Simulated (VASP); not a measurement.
# P (P4/mmm) in VASP: further runs, part 2 of 2

VASP 6.6.1. The steps go on from the part before.

## Step 4: Single point, PBE

This run uses another cell than the first one: it holds 4 atoms, not 8.

INCAR reads:

```
SYSTEM = P
ALGO = Normal ; EDIFF = 1E-6
ENCUT = 520 ; GGA = PE
ISIF = 2 ; ISMEAR = 0
LASPH = .TRUE. ; LCHARG = .FALSE.
LREAL = .FALSE. ; LWAVE = .FALSE.
NBANDS = 18 ; NELM = 80
PREC = Accurate ; SIGMA = 0.1
```

KPOINTS reads:

```
k-points
0
G
  8 8 20
  0 0 0
```

POSCAR reads:

```
P
1.0
    5.7500823928      0.0000000000      0.0000000000
    0.0000000000      5.7500823928      0.0000000000
    0.0000000000      0.0000000000      2.4032024735
P
4
Direct
    0.7006186552      0.0000000000      0.0000000000
    0.2993813448      0.0000000000      0.0000000000
    0.0000000000      0.7006186552      0.0000000000
    0.0000000000      0.2993813448      0.0000000000
```

Potentials or basis: VASP PAW PBE potentials, release 64 (P).

Command:

```bash
$ cat potpaw_PBE.64/P/POTCAR > POTCAR
$ mpirun -np 1 vasp_std > vasp.out
```

OUTCAR:

```text
SYSTEM = P
   EDIFF = 1E-6
   ENCUT = 520
   GGA = PE
   ISIF = 2
   ISMEAR = 0
   LASPH = .TRUE.
   LREAL = .FALSE.
   NELM = 80
   PREC = Accurate

 ion  position               nearest neighbor table
   1  0.701  0.000  0.000-   2 2.31   3 2.43   4 2.43
   2  0.299  0.000  0.000-   1 2.31   3 2.43   4 2.43
   3  0.000  0.701  0.000-   4 2.31   2 2.43   1 2.43
   4  0.000  0.299  0.000-   3 2.31   2 2.43   1 2.43

  LATTYP: Found a simple tetragonal cell.
[... 702 lines left out ...]

  FORCE on cell =-STRESS in cart. coord.  units (eV):
  Direction    XX          YY          ZZ          XY          YZ          ZX
  --------------------------------------------------------------------------------------
  -------------------------------------------------------------------------------------
  Total       -0.0903926     -0.0903926     -0.1032555      0.0000000     -0.0000000     -0.0000000
  in kB       -1.8226562     -1.8226562     -2.0820224      0.0000000     -0.0000000     -0.0000000
  external PRESSURE =      -1.9091116 kB  Pullay stress =       0.0000000 kB

 VOLUME and BASIS-vectors are now :
 -----------------------------------------------------------------------------
  energy-cutoff  :      520.00
  volume of cell :       79.46
      direct lattice vectors                 reciprocal lattice vectors
     5.750082393  0.000000000  0.000000000     0.173910551  0.000000000  0.000000000
     0.000000000  5.750082393  0.000000000     0.000000000  0.173910551  0.000000000
     0.000000000  0.000000000  2.403202473     0.000000000  0.000000000  0.416111423

 POSITION                                       TOTAL-FORCE (eV/Angst)
 -----------------------------------------------------------------------------------
      4.02861      0.00000      0.00000        -0.003537     -0.000000     -0.000000
      1.72147      0.00000      0.00000         0.003537     -0.000000      0.000000
      0.00000      4.02861      0.00000        -0.000000     -0.003537      0.000000
      0.00000      1.72147      0.00000        -0.000000      0.003537     -0.000000
 -----------------------------------------------------------------------------------
    total drift:                               -0.000000     -0.000000     -0.000000

  FREE ENERGIE OF THE ION-ELECTRON SYSTEM (eV)
  ---------------------------------------------------
  free  energy   TOTEN  =       -20.4613694202 eV

  energy  without entropy=      -20.4529872882  energy(sigma->0) =      -20.45717835
```

OSZICAR:

```text
N       E                     dE             d eps       ncg     rms          rms(c)
DAV:   1     0.650460733393E+02    0.65046E+02   -0.83419E+03  5940   0.940E+02
DAV:   2    -0.162642944656E+02   -0.81310E+02   -0.78335E+02  7906   0.157E+02
DAV:   3    -0.205293567894E+02   -0.42651E+01   -0.41911E+01  7716   0.357E+01
DAV:   4    -0.205932675467E+02   -0.63911E-01   -0.63792E-01  8164   0.497E+00
DAV:   5    -0.205946846993E+02   -0.14172E-02   -0.14169E-02  7960   0.722E-01    0.963E+00
DAV:   6    -0.205039313711E+02    0.90753E-01   -0.53890E-02  7470   0.104E+00    0.572E+00
DAV:   7    -0.204583950154E+02    0.45536E-01   -0.10841E-01  7304   0.152E+00    0.196E-01
DAV:   8    -0.204607870933E+02   -0.23921E-02   -0.82388E-03  7042   0.496E-01    0.939E-02
DAV:   9    -0.204610863569E+02   -0.29926E-03   -0.31740E-04  8054   0.978E-02    0.658E-02
DAV:  10    -0.204613340443E+02   -0.24769E-03   -0.22209E-04  6550   0.655E-02    0.156E-02
DAV:  11    -0.204613582097E+02   -0.24165E-04   -0.32519E-05  7630   0.263E-02    0.712E-03
DAV:  12    -0.204613688770E+02   -0.10667E-04   -0.12576E-05  6476   0.157E-02    0.785E-03
DAV:  13    -0.204613694202E+02   -0.54321E-06   -0.35913E-07  6360   0.315E-03
   1 F= -.20461369E+02 E0= -.20457178E+02  d E =-.838213E-02
```

stdout:

```text
POSCAR found type information on POSCAR P
 POSCAR found :  1 types and       4 ions
 scaLAPACK will be used
 LDA part: xc-table for (Slater+PW92), standard interpolation
 POSCAR, INCAR and KPOINTS ok, starting setup
 FFT: planning ... GRIDC
 FFT: planning ... GRID_SOFT
 FFT: planning ... GRID
 WAVECAR not read
 entering main loop
```

Wall time 1.7 min (1 thread of AMD EPYC 9R45 (Zen 5), shared host); peak memory 0.27 GiB.

Results:

- Free energy: -20.4614 eV
- Pressure: -0.2 GPa
- Largest force: 0.004 eV/Å
- Band gap on the k mesh: zero (band 10 reaches 7.86 eV, above the bottom of band 11 at 3.68 eV)

Forces on the atoms (eV/Å):
```
P   -0.004  0.000  0.000
P    0.004  0.000  0.000
P    0.000 -0.004  0.000
P    0.000  0.004  0.000
```

## Step 5: Single point, PBE

This run uses another cell than the first one: it holds 4 atoms, not 8.

INCAR reads:

```
PREC = Accurate
ENCUT = 520
EDIFF = 1E-7
ISMEAR = 0
SIGMA = 0.1
LREAL = False
LASPH = True
NELM = 100
ALGO = Normal
ISIF = 2
LWAVE = False
LCHARG = False
GGA = PE
NBANDS = 18
```

KPOINTS reads:

```
Automatic mesh
0
Gamma
  8 8 20
```

POSCAR is that of step 4.

Potentials or basis: VASP PAW PBE potentials, release 64 (P).

Command:

```bash
$ cat potpaw_PBE.64/P/POTCAR > POTCAR
$ mpirun -np 1 vasp_std > vasp.out
```

OUTCAR:

```text
PREC = Accurate
   ENCUT = 520
   EDIFF = 1E-7
   ISMEAR = 0
   LREAL = False
   LASPH = True
   NELM = 100
   ISIF = 2
   GGA = PE

 ion  position               nearest neighbor table
   1  0.701  0.000  0.000-   2 2.31   3 2.43   4 2.43
   2  0.299  0.000  0.000-   1 2.31   3 2.43   4 2.43
   3  0.000  0.701  0.000-   4 2.31   2 2.43   1 2.43
   4  0.000  0.299  0.000-   3 2.31   2 2.43   1 2.43

  LATTYP: Found a simple tetragonal cell.
 ALAT       =     5.7500823928
 C/A-ratio  =     0.4179422675

  Lattice vectors:

 A1 = (   5.7500823928,   0.0000000000,   0.0000000000)
 A2 = (   0.0000000000,   5.7500823928,   0.0000000000)
 A3 = (   0.0000000000,   0.0000000000,   2.4032024735)

Analysis of symmetry for initial positions (statically):
=====================================================================
 Subroutine PRICEL returns:
 Original cell was already a primitive cell.

 Routine SETGRP: Setting up the symmetry group for a
 simple tetragonal supercell.

 Subroutine GETGRP returns: Found 16 space group operations
 (whereof 16 operations were pure point group operations)
[... 168 lines left out ...]

 E-fermi :   6.1683     XC(G=0):  -9.2966

 val. band max:        6.1675986083   @ k =   0.2500   0.1250   0.3000
 cond. band min:       6.1799375648   @ k =   0.1250   0.1250   0.3000
 fundamental gap:      0.0123389565
 Fermi energy:         6.1682859939

 k-point     1 :       0.0000    0.0000    0.0000
  band No.  band energies     occupation
      1      -9.8257      2.00000
      2      -6.8807      2.00000
      3      -5.8199      2.00000
      4      -5.8199      2.00000
      5      -2.3093      2.00000
      6       0.7512      2.00000
[... 481 lines left out ...]
      5      -0.3054      2.00000
      6       0.0234      2.00000
[... 10 lines left out ...]
     17      12.9481      0.00000
     18      13.8247      0.00000

 [... further k-points ...]

------------------------ aborting loop because EDIFF is reached ----------------------------------------

  FORCE on cell =-STRESS in cart. coord.  units (eV):
  Direction    XX          YY          ZZ          XY          YZ          ZX
  --------------------------------------------------------------------------------------
  -------------------------------------------------------------------------------------
  Total       -0.0901954     -0.0901954     -0.1030162      0.0000000      0.0000000     -0.0000000
  in kB       -1.8186812     -1.8186812     -2.0771967      0.0000000      0.0000000     -0.0000000
  external PRESSURE =      -1.9048531 kB  Pullay stress =       0.0000000 kB

 VOLUME and BASIS-vectors are now :
 -----------------------------------------------------------------------------
  energy-cutoff  :      520.00
  volume of cell :       79.46
      direct lattice vectors                 reciprocal lattice vectors
     5.750082393  0.000000000  0.000000000     0.173910551  0.000000000  0.000000000
     0.000000000  5.750082393  0.000000000     0.000000000  0.173910551  0.000000000
     0.000000000  0.000000000  2.403202473     0.000000000  0.000000000  0.416111423

 POSITION                                       TOTAL-FORCE (eV/Angst)
 -----------------------------------------------------------------------------------
      4.02861      0.00000      0.00000        -0.003607      0.000000      0.000000
      1.72147      0.00000      0.00000         0.003607      0.000000      0.000000
      0.00000      4.02861      0.00000         0.000000     -0.003607      0.000000
      0.00000      1.72147      0.00000         0.000000      0.003607     -0.000000
 -----------------------------------------------------------------------------------
    total drift:                               -0.000000     -0.000000     -0.000000

  FREE ENERGIE OF THE ION-ELECTRON SYSTEM (eV)
  ---------------------------------------------------
  free  energy   TOTEN  =       -20.4613696403 eV

  energy  without entropy=      -20.4529876210  energy(sigma->0) =      -20.45717863
```

It took 1.9 min on 1 thread of AMD EPYC 9R45 (Zen 5), shared host; peak memory 0.27 GiB.

What came out:

```yaml
Free_energy: -20.4614 eV
Pressure: -0.2 GPa
Largest_force: 0.004 eV/Å
Band_gap_on_the_k_mesh: zero (band 10 reaches 7.86 eV, above the bottom of band 11 at 3.68 eV)
```

Forces in eV/Å, atoms in the order of the input:
```
P   -0.004  0.000  0.000
P    0.004  0.000  0.000
P    0.000 -0.004  0.000
P    0.000  0.004  0.000
```

## Step 6: The runs side by side

| cell | k mesh | smearing | gap on the mesh (eV) | pressure (GPa) | largest force (eV/Å) |
| --- | --- | --- | --- | --- | --- |
| a = 5.732, b = 5.732, c = 4.799 Å, 8 atoms | 4 × 4 × 4 | gaussian 0.1 eV | none | -0.1 | 0.01 |
| a = 2.403, b = 5.750, c = 11.500 Å, 8 atoms | 8 × 4 × 2 | gaussian 0.2 eV | none | -0.6 | 0.06 |
| a = 5.750, b = 5.750, c = 2.403 Å, 4 atoms | 8 × 8 × 20 | gaussian 0.1 eV | none | -0.2 | - |

Alike in all rows: task single point; level PBE; potentials or basis VASP PAW PBE potentials, release 64 (P); no spin polarisation; cutoff (eV) 520.

Absolute energies hang on the potentials; compare differences alone.
